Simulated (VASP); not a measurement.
# MgO (I4/mmm) in VASP: a series of runs, part 2 of 2

VASP 6.6.1. Earlier steps stand in the parts before.

**5. Single point, r2SCAN (biaxial strain in the a-b plane: -2.0 %, then relaxed in part)**

Contents of POSCAR:

```
MgO
1.0
    2.0601569344      2.0601569344      0.0000000000
   -2.0601569344      2.0601569344      0.0000000000
    0.0000000000      0.0000000000      4.2585561332
Mg O
2 2
Direct
    0.0000000000      0.0000000000      0.0000000000
    0.5000000000      0.5000000000      0.5000000000
    0.5000000000      0.5000000000      0.0000000000
    0.0000000000      0.0000000000      0.5000000000
```

Contents of INCAR.step1:

```
PREC = Accurate
ENCUT = 520
ISMEAR = 0
SIGMA = 0.02
LREAL = F
LASPH = T
NELM = 80
NBANDS = 16
GGA = PE
ALGO = Normal
EDIFF = 1E-4
LWAVE = T
LCHARG = F
```

Contents of INCAR.step2:

```
PREC = Accurate
ENCUT = 520
EDIFF = 1E-6
ISMEAR = 0
SIGMA = 0.02
LREAL = F
LASPH = T
NELM = 80
ALGO = Normal
ISIF = 2
LWAVE = F
LCHARG = T
METAGGA = R2SCAN
LMIXTAU = T
LELF = T
LVHAR = T
NBANDS = 16
ISTART = 1
```

Contents of KPOINTS:

```
regular mesh
0
Gamma
  8 8 6
```

Potentials or basis: VASP PAW PBE potentials, release 64 (Mg, O).

Run with:

```bash
$ cat potpaw_PBE.64/Mg/POTCAR potpaw_PBE.64/O/POTCAR > POTCAR
$ cp INCAR.step1 INCAR
$ mpirun -np 1 vasp_std > vasp.out
$ cp INCAR.step2 INCAR
$ mpirun -np 1 vasp_std > vasp.out
```

OUTCAR:

```text
PREC = Accurate
   ENCUT = 520
   EDIFF = 1E-6
   ISMEAR = 0
   LREAL = F
   LASPH = T
   NELM = 80
   ISIF = 2
   METAGGA = R2SCAN
   ISTART = 1

 ion  position               nearest neighbor table
   1  0.000  0.000  0.000-   3 2.06   3 2.06   3 2.06   3 2.06   4 2.13   4 2.13   2 2.96   2 2.96
                             2 2.96   2 2.96   2 2.96   2 2.96   2 2.96   2 2.96
   2  0.500  0.500  0.500-   4 2.06   4 2.06   4 2.06   4 2.06   3 2.13   3 2.13   1 2.96   1 2.96
                             1 2.96   1 2.96   1 2.96   1 2.96   1 2.96   1 2.96
   3  0.500  0.500  0.000-   1 2.06   1 2.06   1 2.06   1 2.06   2 2.13   2 2.13
   4  0.000  0.000  0.500-   2 2.06   2 2.06   2 2.06   2 2.06   1 2.13   1 2.13

  LATTYP: Found a simple tetragonal cell.
 ALAT       =     2.9135018772
 C/A-ratio  =     1.4616623955

  Lattice vectors:

 A1 = (   2.0601569344,   2.0601569344,   0.0000000000)
 A2 = (  -2.0601569344,   2.0601569344,   0.0000000000)
 A3 = (   0.0000000000,   0.0000000000,   4.2585561332)

Analysis of symmetry for initial positions (statically):
=====================================================================
 Subroutine PRICEL returns following result:

  LATTYP: Found a body centered tetragonal cell.
 ALAT       =     2.9135018772
 C/A-ratio  =     1.4616623955

  Lattice vectors:

 A1 = (   2.0601569344,   0.0000000000,  -2.1292780666)
 A2 = (  -2.0601569344,   0.0000000000,  -2.1292780666)
 A3 = (   0.0000000000,   2.0601569344,   2.1292780666)

   2 primitive cells build up your supercell.

 Routine SETGRP: Setting up the symmetry group for a
 simple tetragonal supercell.

 Subroutine GETGRP returns: Found 16 space group operations
 (whereof 16 operations were pure point group operations)
 out of a pool of 16 trial point group operations.

The static configuration has the point symmetry D_4h.

Analysis of symmetry for dynamics (positions and initial velocities):
=====================================================================
 Subroutine PRICEL returns following result:

  LATTYP: Found a body centered tetragonal cell.
 ALAT       =     2.9135018772
 C/A-ratio  =     1.4616623955

  Lattice vectors:

 A1 = (   2.0601569344,   0.0000000000,  -2.1292780666)
 A2 = (  -2.0601569344,   0.0000000000,  -2.1292780666)
 A3 = (   0.0000000000,   2.0601569344,   2.1292780666)

   2 primitive cells build up your supercell.

 Routine SETGRP: Setting up the symmetry group for a
 simple tetragonal supercell.

 Subroutine GETGRP returns: Found 16 space group operations
 (whereof 16 operations were pure point group operations)
 out of a pool of 16 trial point group operations.

The dynamic configuration has the point symmetry D_4h.

 Subroutine INISYM returns: Found 16 space group operations
 (whereof 16 operations are pure point group operations),
 and found     2 'primitive' translations

----------------------------------------------------------------------------------------

                                     Primitive cell

  volume of cell :      18.0744

  direct lattice vectors                    reciprocal lattice vectors
[... 40 lines left out ...]
 Found     60 irreducible k-points:

 Following reciprocal coordinates:
            Coordinates               Weight
  0.000000  0.000000  0.000000      1.000000
  0.125000  0.000000  0.000000      4.000000
  0.250000  0.000000  0.000000      4.000000
  0.375000  0.000000  0.000000      4.000000
  0.500000  0.000000  0.000000      2.000000
  0.125000  0.125000  0.000000      4.000000
[... 16 lines left out ...]
  0.375000  0.125000  0.166667     16.000000
  0.500000  0.125000  0.166667      8.000000
 [... further k-points ...]
   k-points           NKPTS =     60   k-points in BZ     NKDIM =     60   number of bands    NBANDS=     16
   number of dos      NEDOS =    301   number of ions     NIONS =      4
   total plane-waves  NPLWV =  18432
   dimension x,y,z NGX =    24 NGY =   24 NGZ =   32
   dimension x,y,z NGXF=    48 NGYF=   48 NGZF=   64
   ions per type =               2   2
   NGX,Y,Z   is equivalent  to a cutoff of  13.69, 13.69, 12.49 a.u.
   NGXF,Y,Z  is equivalent  to a cutoff of  27.39, 27.39, 24.98 a.u.
 SYSTEM =  unknown system
   PREC   = accura    normal or accurate (medium, high low for compatibility)
   ISTART =      1    job   : 0-new  1-cont  2-samecut
   ICHARG =      0    charge: 1-file 2-atom 10-const
   ISPIN  =      1    spin polarized calculation?
   LNONCOLLINEAR =      F non collinear calculations
   LSORBIT =      F    spin-orbit coupling
   LASPH  =      T    aspherical Exc in radial PAW
   ENCUT  =  520.0 eV  38.22 Ry    6.18 a.u.   5.42  5.42  7.92*2*pi/ulx,y,z
   NELM   =     80;   NELMIN=  2; NELMDL=  0     # of ELM steps
   EDIFF  = 0.1E-05   stopping-criterion for ELM
   LREAL  =      F    real-space projection
   EDIFFG = 0.1E-04   stopping-criterion for IOM
   NSW    =      0    number of steps for IOM
   IBRION =     -1    ionic relax: 0-MD 1-quasi-New 2-CG
   NFREE  =      0    steps in history (QN), initial steepest desc. (CG)
   ISIF   =      2    stress and relaxation
   ISYM   =      2    0-nonsym 1-usesym 2-fastsym
   POTIM  = 0.5000    time-step for ionic-motion
   TEBEG  =    0.0;   TEEND  =   0.0 temperature during run
   PSTRESS=    0.0 pullay stress
   NELECT =      16.0000    total number of electrons
   NUPDOWN=      -1.0000    fix difference up-down
   EMIN   =  10.00;   EMAX   =-10.00  energy-range for DOS
   EFERMI =   0.00;   METHOD = LEGACY
   ISMEAR =     0;   SIGMA  =   0.02  broadening in eV -4-tet -1-fermi 0-gaus
   EFERMI_NEDOS =   21; number of points for ismear=-14 and -15
   IALGO  =     38    algorithm
   IMIX   =      4    mixing-type and parameters
     AMIX     =   0.40;   BMIX     =  1.00
     AMIX_MAG =   1.60;   BMIX_MAG =  1.00
  volume/ion in A,a.u.               =       9.04        60.99
  Fermi-wavevector in a.u.,A,eV,Ry     =   1.247624  2.357668 21.178372  1.556566
  Thomas-Fermi vector in A             =   2.381748
   LORBIT       =      0    0 simple, 1 ext, 2 COOP (PROOUT), +10 PAW based schemes
   METAGGA = R2SCAN    functional components
   LHFCALC =     F    Hartree Fock is set to
   AEXX    =    0.0000 exact exchange contribution
   IVDW    =     0    specifies the selected vdW correction
   LEPSILON=     F    determine dielectric tensor
   LRPA    =     F    only Hartree local field effects (RPA)
 non-spin polarized calculation
 Gauss-broadening in eV      SIGMA  =   0.02
  energy-cutoff  :      520.00
  volume of cell :       36.15
 maximum number of plane-waves:       992
 NGX is ok and might be reduce to    24
   NGX = 11   NGY = 11   NGZ = 15

 number of electron      15.9999988 magnetization

 Free energy of the ion-electron system (eV)
  ---------------------------------------------------
  ext. energy  EPLUGINS =         0.00000000
  ---------------------------------------------------
  free energy    TOTEN  =       -32.29308446 eV

  energy without entropy =      -32.29308446  energy(sigma->0) =      -32.29308446

 E-fermi :   3.1513     XC(G=0): -11.7641

 val. band max:        3.0633484783   @ k =   0.0000   0.0000   0.0000
 cond. band min:       8.9570212778   @ k =   0.0000   0.0000   0.0000
 fundamental gap:      5.8936727995
 Fermi energy:         3.1513161922

 k-point     1 :       0.0000    0.0000    0.0000
  band No.  band energies     occupation
      1     -15.3526      2.00000
      2     -13.8256      2.00000
      3      -1.2960      2.00000
      4       1.6998      2.00000
      5       1.6998      2.00000
      6       2.9992      2.00000
[... 433 lines left out ...]
      3      -0.9557      2.00000
      4      -0.9557      2.00000
      5       1.3402      2.00000
      6       1.3402      2.00000
[... 8 lines left out ...]
     15      21.9037      0.00000
     16      21.9037      0.00000

 [... further k-points ...]

------------------------ aborting loop because EDIFF is reached ----------------------------------------

  FORCE on cell =-STRESS in cart. coord.  units (eV):
  Direction    XX          YY          ZZ          XY          YZ          ZX
  --------------------------------------------------------------------------------------
  -------------------------------------------------------------------------------------
  Total        1.5254767      1.5254767     -0.2667083      0.0000000     -0.0000000      0.0000000
  in kB       67.6119083     67.6119083    -11.8209988      0.0000000     -0.0000000      0.0000000
  external PRESSURE =      41.1342726 kB  Pullay stress =       0.0000000 kB

 VOLUME and BASIS-vectors are now :
 -----------------------------------------------------------------------------
  energy-cutoff  :      520.00
  volume of cell :       36.15
      direct lattice vectors                 reciprocal lattice vectors
     2.060156934  2.060156934  0.000000000     0.242699957  0.242699957  0.000000000
    -2.060156934  2.060156934  0.000000000    -0.242699957  0.242699957  0.000000000
     0.000000000  0.000000000  4.258556133     0.000000000  0.000000000  0.234821373

 POSITION                                       TOTAL-FORCE (eV/Angst)
 -----------------------------------------------------------------------------------
      0.00000      0.00000      0.00000        -0.000000      0.000000      0.000000
      0.00000      2.06016      2.12928        -0.000000      0.000000      0.000000
      0.00000      2.06016      0.00000         0.000000      0.000000     -0.000000
      0.00000      0.00000      2.12928         0.000000     -0.000000      0.000000
 -----------------------------------------------------------------------------------
    total drift:                                0.000000     -0.000000     -0.000000

  FREE ENERGIE OF THE ION-ELECTRON SYSTEM (eV)
  ---------------------------------------------------
  free  energy   TOTEN  =       -32.2930844622 eV

  energy  without entropy=      -32.2930844622  energy(sigma->0) =      -32.29308446
```

Run time: 4.3 min. Hardware: 1 thread of AMD EPYC 7R13, shared host; peak memory 0.15 GiB.

What came out:

| Item | Value |
| --- | --- |
| Free energy | -32.2931 eV |
| Pressure | 4.1 GPa |
| Band gap on the k mesh | 5.89 eV |

Stress tensor (GPa, compression positive):
```
 6.76  0.00  0.00
 0.00  6.76  0.00
 0.00  0.00 -1.18
```

Levels at points of the mesh, in eV from the valence-band top:
| k point | band 5 | band 6 | band 7 | band 8 | band 9 | band 10 | band 11 | band 12 |
| --- | --- | --- | --- | --- | --- | --- | --- | --- |
| (0.00, 0.00, 0.00) | -1.36 | -0.06 | -0.06 | 0.00 | 5.89 | 10.28 | 11.46 | 14.32 |
| (0.50, 0.00, 0.00) | -2.12 | -2.12 | -0.71 | -0.71 | 10.77 | 10.77 | 12.81 | 12.81 |
| (0.50, 0.50, 0.00) | -1.62 | -1.62 | -1.40 | -1.40 | 9.93 | 9.93 | 11.38 | 11.38 |
| (0.00, 0.00, 0.50) | -0.77 | -0.77 | -0.77 | -0.77 | 9.34 | 9.34 | 12.31 | 12.31 |
| (0.50, 0.00, 0.50) | -0.79 | -0.79 | -0.72 | -0.72 | 8.97 | 8.97 | 14.15 | 14.15 |
| (0.50, 0.50, 0.50) | -3.14 | -3.14 | -1.77 | -1.77 | 12.84 | 12.84 | 12.84 | 12.84 |

Caveat: the cell differs from its parent crystal (biaxial strain in the a-b plane: -2.0 %, then relaxed in part); the cell stands under pressure; the PAW data sets were made with another functional, which shifts forces and pressure a little.

**6. Overview**

```tsv
cell	gap on the mesh (eV)	pressure (GPa)
a = 2.884, b = 2.884, c = 4.288 Å, 4 atoms	6.01	7.3
a = 2.884, b = 2.884, c = 4.280 Å, 4 atoms	6.03	7.6
a = 2.914, b = 2.914, c = 4.255 Å, 4 atoms	5.90	4.3
a = 2.914, b = 2.914, c = 4.259 Å, 4 atoms	5.89	4.1
```

Alike in all rows: task single point; level r2SCAN; potentials or basis VASP PAW PBE potentials, release 64 (Mg, O); no spin polarisation; k mesh 8 × 8 × 6; cutoff (eV) 520; smearing gaussian 0.02 eV.

Caveats: the cell stands under pressure; the PAW data sets were made with another functional, which shifts forces and pressure a little.

Absolute energies hang on the potentials; compare differences alone.
